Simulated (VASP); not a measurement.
# Sc in VASP: single point with LDA

Aim: the single point of Sc with LDA.

All numbers are computed with VASP 6.6.1; they aren't measurements. Logs are shortened: lines on timing, memory, paths and dates and some standing lists are left out, and cuts for length are marked.

**1. The cell of the first run**

The cell holds a slab with vacuum, 16 atoms: a = 6.459 Å, b = 6.459 Å, c = 22.915 Å, α = 90.00°, β = 90.00°, γ = 120.00°.

**2. Single point, LDA**

Input file INCAR:

```
  ALGO = Normal
  DIPOL = 0.5 0.5 0.337
  EDIFF = 1E-6
  ENCUT = 520
  IDIPOL = 3
  ISIF = 2
  ISMEAR = 0
  LASPH = True
  LCHARG = False
  LDIPOL = True
  LREAL = Auto
  LWAVE = False
  NBANDS = 102
  NELM = 80
  PREC = Accurate
  SIGMA = 0.1
```

Input file KPOINTS:

```
k-points
0
Gamma
  6 6 1
```

Input file POSCAR:

```
Sc
1.0
    6.4591689165      0.0000000000      0.0000000000
   -3.2295844583      5.5938043691      0.0000000000
    0.0000000000      0.0000000000     22.9154736157
Sc
16
Direct
    0.3333333333      0.1666666667      0.1745545419
    0.3333333333      0.6666666667      0.1745545419
    0.8333333333      0.1666666667      0.1745545419
    0.8333333333      0.6666666667      0.1745545419
    0.1666666667      0.3333333333      0.2833228634
    0.1666666667      0.8333333333      0.2833228634
    0.6666666667      0.3333333333      0.2833228634
    0.6666666667      0.8333333333      0.2833228634
    0.3333333333      0.1666666667      0.3924187812
    0.3333333333      0.6666666667      0.3924187812
    0.8333333333      0.1666666667      0.3924187812
    0.8333333333      0.6666666667      0.3924187812
    0.1666666667      0.3333333333      0.4981556920
    0.1666666667      0.8333333333      0.4981556920
    0.6666666667      0.3333333333      0.4981556920
    0.6666666667      0.8333333333      0.4981556920
```

Potentials or basis: VASP PAW LDA potentials, release 64 (Sc_sv).

The run is started by

```sh
cat potpaw_LDA.64/Sc_sv/POTCAR > POTCAR
mpirun -np 1 vasp_std > vasp.out
```

OUTCAR:

```text
EDIFF = 1E-6
   ENCUT = 520
   ISIF = 2
   ISMEAR = 0
   LASPH = True
   LREAL = Auto
   NELM = 80
   PREC = Accurate

 ion  position               nearest neighbor table
   1  0.333  0.167  0.175-   5 3.11   7 3.11   6 3.11   3 3.23   3 3.23   4 3.23   4 3.23   2 3.23
                             2 3.23
   2  0.333  0.667  0.175-   6 3.11   8 3.11   5 3.11   4 3.23   4 3.23   3 3.23   3 3.23   1 3.23
                             1 3.23
   3  0.833  0.167  0.175-   7 3.11   5 3.11   8 3.11   1 3.23   1 3.23   2 3.23   2 3.23   4 3.23
                             4 3.23
   4  0.833  0.667  0.175-   8 3.11   6 3.11   7 3.11   2 3.23   2 3.23   1 3.23   1 3.23   3 3.23
                             3 3.23
   5  0.167  0.333  0.283-   1 3.11   3 3.11   2 3.11   9 3.12  11 3.12  10 3.12   7 3.23   7 3.23
                             8 3.23   8 3.23   6 3.23   6 3.23
   6  0.167  0.833  0.283-   2 3.11   4 3.11   1 3.11  10 3.12  12 3.12   9 3.12   8 3.23   8 3.23
                             7 3.23   7 3.23   5 3.23   5 3.23
   7  0.667  0.333  0.283-   3 3.11   1 3.11   4 3.11  11 3.12   9 3.12  12 3.12   5 3.23   5 3.23
                             6 3.23   6 3.23   8 3.23   8 3.23
   8  0.667  0.833  0.283-   4 3.11   2 3.11   3 3.11  12 3.12  10 3.12  11 3.12   6 3.23   6 3.23
                             5 3.23   5 3.23   7 3.23   7 3.23
   9  0.333  0.167  0.392-  13 3.06  15 3.06  14 3.06   5 3.12   7 3.12   6 3.12  11 3.23  11 3.23
[... 22 lines left out ...]
 A1 = (   6.4591689165,   0.0000000000,   0.0000000000)
 A2 = (  -3.2295844583,   5.5938043691,   0.0000000000)
 A3 = (   0.0000000000,   0.0000000000,  22.9154736157)

Analysis of symmetry for initial positions (statically):
=====================================================================
 Subroutine PRICEL returns following result:

  LATTYP: Found a hexagonal cell.
 ALAT       =     3.2295844583
 C/A-ratio  =     7.0954867141

  Lattice vectors:

 A1 = (   3.2295844582,   0.0000000000,   0.0000000000)
 A2 = (  -1.6147922292,   2.7969021845,   0.0000000000)
 A3 = (   0.0000000000,   0.0000000000,  22.9154736157)

   4 primitive cells build up your supercell.

 Routine SETGRP: Setting up the symmetry group for a
 hexagonal supercell.

 Subroutine GETGRP returns: Found  6 space group operations
 (whereof  6 operations were pure point group operations)
 out of a pool of 24 trial point group operations.

The static configuration has the point symmetry C_3v.

Analysis of symmetry for dynamics (positions and initial velocities):
=====================================================================
 Subroutine PRICEL returns following result:

  LATTYP: Found a hexagonal cell.
 ALAT       =     3.2295844583
 C/A-ratio  =     7.0954867141

  Lattice vectors:

 A1 = (   3.2295844582,   0.0000000000,   0.0000000000)
 A2 = (  -1.6147922292,   2.7969021845,   0.0000000000)
 A3 = (   0.0000000000,   0.0000000000,  22.9154736157)

   4 primitive cells build up your supercell.

 Routine SETGRP: Setting up the symmetry group for a
 hexagonal supercell.

 Subroutine GETGRP returns: Found  6 space group operations
 (whereof  6 operations were pure point group operations)
 out of a pool of 24 trial point group operations.

The dynamic configuration has the point symmetry C_3v.

 Subroutine INISYM returns: Found  6 space group operations
 (whereof  6 operations are pure point group operations),
 and found     4 'primitive' translations

----------------------------------------------------------------------------------------

                                     Primitive cell

  volume of cell :     206.9916

  direct lattice vectors                    reciprocal lattice vectors
     3.229584458  0.000000000  0.000000000     0.309637358  0.178769212  0.000000000
    -1.614792229  2.796902185  0.000000000     0.000000000  0.357538424  0.000000000
     0.000000000  0.000000000 22.915473616     0.000000000  0.000000000  0.043638635

  length of vectors
     3.229584458  3.229584458 22.915473616     0.357538424  0.357538424  0.043638635

  position of ions in fractional coordinates (direct lattice)
     0.666666667  0.333333333  0.174554542
     0.333333333  0.666666667  0.283322863
     0.666666667  0.333333333  0.392418781
     0.333333333  0.666666667  0.498155692

  ion indices of the primitive-cell ions
   primitive index   ion index
                 1           1
                 2           5
                 3           9
                 4          13

----------------------------------------------------------------------------------------

 KPOINTS: k-points

Automatic generation of k-mesh.
 Grid dimensions read from file:
 generate k-points for:    6    6    1

 Generating k-lattice:

  Cartesian coordinates                     Fractional coordinates (reciprocal lattice)
     0.025803113  0.014897434  0.000000000     0.166666667  0.000000000  0.000000000
     0.000000000  0.029794869  0.000000000     0.000000000  0.166666667  0.000000000
     0.000000000  0.000000000  0.043638635     0.000000000  0.000000000  1.000000000

  Length of vectors
     0.029794869  0.029794869  0.043638635

  Shift w.r.t. Gamma in fractional coordinates (k-lattice)
     0.000000000  0.000000000  0.000000000

 Subroutine IBZKPT returns following result:
 ===========================================

 Found      7 irreducible k-points:

 Following reciprocal coordinates:
            Coordinates               Weight
  0.000000  0.000000  0.000000      1.000000
  0.166667  0.000000  0.000000      6.000000
  0.333333  0.000000  0.000000      6.000000
  0.500000  0.000000  0.000000      3.000000
  0.166667  0.166667  0.000000      6.000000
  0.333333  0.166667  0.000000     12.000000
  0.333333  0.333333  0.000000      2.000000
   k-points           NKPTS =      7   k-points in BZ     NKDIM =      7   number of bands    NBANDS=    102
   number of dos      NEDOS =    301   number of ions     NIONS =     16
   total plane-waves  NPLWV = 414720
   dimension x,y,z NGX =    48 NGY =   48 NGZ =  180
   dimension x,y,z NGXF=    96 NGYF=   96 NGZF=  360
   ions per type =              16
   NGX,Y,Z   is equivalent  to a cutoff of  12.35, 12.35, 13.06 a.u.
   NGXF,Y,Z  is equivalent  to a cutoff of  24.71, 24.71, 26.12 a.u.
 SYSTEM =  unknown system
   PREC   = accura    normal or accurate (medium, high low for compatibility)
   ISTART =      0    job   : 0-new  1-cont  2-samecut
   ICHARG =      2    charge: 1-file 2-atom 10-const
   ISPIN  =      1    spin polarized calculation?
   LNONCOLLINEAR =      F non collinear calculations
   LSORBIT =      F    spin-orbit coupling
   LASPH  =      T    aspherical Exc in radial PAW
   ENCUT  =  520.0 eV  38.22 Ry    6.18 a.u.  12.01 12.01 42.61*2*pi/ulx,y,z
   NELM   =     80;   NELMIN=  2; NELMDL= -5     # of ELM steps
   EDIFF  = 0.1E-05   stopping-criterion for ELM
   LREAL  =      T    real-space projection
   EDIFFG = 0.1E-04   stopping-criterion for IOM
   NSW    =      0    number of steps for IOM
   IBRION =     -1    ionic relax: 0-MD 1-quasi-New 2-CG
   NFREE  =      0    steps in history (QN), initial steepest desc. (CG)
   ISIF   =      2    stress and relaxation
   ISYM   =      2    0-nonsym 1-usesym 2-fastsym
   POTIM  = 0.5000    time-step for ionic-motion
   TEBEG  =    0.0;   TEEND  =   0.0 temperature during run
   PSTRESS=    0.0 pullay stress
   NELECT =     176.0000    total number of electrons
   NUPDOWN=      -1.0000    fix difference up-down
   EMIN   =  10.00;   EMAX   =-10.00  energy-range for DOS
   EFERMI =   0.00;   METHOD = LEGACY
   ISMEAR =     0;   SIGMA  =   0.10  broadening in eV -4-tet -1-fermi 0-gaus
   EFERMI_NEDOS =   21; number of points for ismear=-14 and -15
   IALGO  =     38    algorithm
   IMIX   =      4    mixing-type and parameters
     AMIX     =   0.40;   BMIX     =  1.00
     AMIX_MAG =   1.60;   BMIX_MAG =  1.00
  volume/ion in A,a.u.               =      51.75       349.21
  Fermi-wavevector in a.u.,A,eV,Ry     =   0.977031  1.846320 12.987967  0.954589
  Thomas-Fermi vector in A             =   2.107696
   LORBIT       =      0    0 simple, 1 ext, 2 COOP (PROOUT), +10 PAW based schemes
   GGA     = CA    functional components
   LHFCALC =     F    Hartree Fock is set to
   AEXX    =    0.0000 exact exchange contribution
   IVDW    =     0    specifies the selected vdW correction
   LEPSILON=     F    determine dielectric tensor
   LRPA    =     F    only Hartree local field effects (RPA)
 non-spin polarized calculation
 Gauss-broadening in eV      SIGMA  =   0.10
  energy-cutoff  :      520.00
  volume of cell :      827.97
 maximum number of plane-waves:     22350
   NGX = 25   NGY = 25   NGZ = 85

 dipolmoment           0.000000      0.000000      0.014282 electrons x Angstroem

 number of electron     175.9999979 magnetization

 dipolmoment           0.000000      0.000000     -0.005946 electrons x Angstroem

 Free energy of the ion-electron system (eV)
  ---------------------------------------------------
  ext. energy  EPLUGINS =         0.00000000
  ---------------------------------------------------
  free energy    TOTEN  =      -101.09426665 eV

  energy without entropy =     -100.86416373  energy(sigma->0) =     -100.97921519

 E-fermi :  -0.1785     XC(G=0):  -5.4637

 val. band max:       -0.1801792418   @ k =   0.3333   0.1667   0.0000
 cond. band min:      -0.1605231179   @ k =   0.5000   0.0000   0.0000
 fundamental gap:      0.0196561239
 Fermi energy:        -0.1784890439

 k-point     1 :       0.0000    0.0000    0.0000
  band No.  band energies     occupation
      1     -49.1949      2.00000
      2     -49.1454      2.00000
      3     -49.1454      2.00000
      4     -49.1454      2.00000
      5     -49.1304      2.00000
      6     -49.0800      2.00000
[... 710 lines left out ...]
     99       0.3261      0.00000
    100       0.3334      0.00000
 [bands above 100 left out]

------------------------ aborting loop because EDIFF is reached ----------------------------------------

 vacuum level on the upper side and lower side of the slab       (xc-potential included)        -0.171        -0.128

  FORCE on cell =-STRESS in cart. coord.  units (eV):
  Direction    XX          YY          ZZ          XY          YZ          ZX
  --------------------------------------------------------------------------------------
  -------------------------------------------------------------------------------------
  Total       -3.9624334     -3.9624334     -1.1163494      0.0000000     -0.0000000      0.0000000
  in kB       -7.6676062     -7.6676062     -2.1602200      0.0000000     -0.0000000      0.0000000
  external PRESSURE =      -5.8318108 kB  Pullay stress =       0.0000000 kB

 VOLUME and BASIS-vectors are now :
 -----------------------------------------------------------------------------
  energy-cutoff  :      520.00
  volume of cell :      827.97
      direct lattice vectors                 reciprocal lattice vectors
     6.459168917  0.000000000  0.000000000     0.154818679  0.089384606  0.000000000
    -3.229584458  5.593804369  0.000000000     0.000000000  0.178769212  0.000000000
     0.000000000  0.000000000 22.915473616     0.000000000  0.000000000  0.043638635

 POSITION                                       TOTAL-FORCE (eV/Angst)
 -----------------------------------------------------------------------------------
      1.61479      0.93230      4.00000        -0.000000      0.000000      0.149821
     -0.00000      3.72920      4.00000        -0.000000      0.000000      0.149821
      4.84438      0.93230      4.00000        -0.000000     -0.000000      0.149821
      3.22958      3.72920      4.00000        -0.000000      0.000000      0.149821
      0.00000      1.86460      6.49248        -0.000000      0.000000     -0.192022
     -1.61479      4.66150      6.49248        -0.000000     -0.000000     -0.192022
[... 8 lines left out ...]
      3.22958      1.86460     11.41547         0.000000     -0.000000      0.008100
      1.61479      4.66150     11.41547         0.000000     -0.000000      0.008100
 -----------------------------------------------------------------------------------
    total drift:                               -0.000000     -0.000000     -0.000114

  FREE ENERGIE OF THE ION-ELECTRON SYSTEM (eV)
  ---------------------------------------------------
  free  energy   TOTEN  =      -101.0942666464 eV

  energy  without entropy=     -100.8641637296  energy(sigma->0) =     -100.97921519

 vacuum level on the upper side and lower side of the slab         3.354         3.396
```

It took 45 min on 1 thread of Intel Xeon 8259CL, shared host; peak memory 0.81 GiB.

Results:

```
Free energy            : -101.0943 eV
Largest force          : 0.192 eV/Å
Band gap on the k mesh : zero (bands 88 and 89 overlap by 0.07 eV)
```

Forces in eV/Å, atoms in the order of the input:
```
Sc   0.000  0.000  0.150
Sc   0.000  0.000  0.150
Sc   0.000  0.000  0.150
Sc   0.000  0.000  0.150
Sc   0.000  0.000 -0.192
Sc   0.000  0.000 -0.192
Sc   0.000  0.000 -0.192
Sc   0.000  0.000 -0.192
Sc   0.000  0.000  0.034
Sc   0.000  0.000  0.034
Sc   0.000  0.000  0.034
Sc   0.000  0.000  0.034
Sc   0.000  0.000  0.008
Sc   0.000  0.000  0.008
Sc   0.000  0.000  0.008
Sc   0.000  0.000  0.008
```
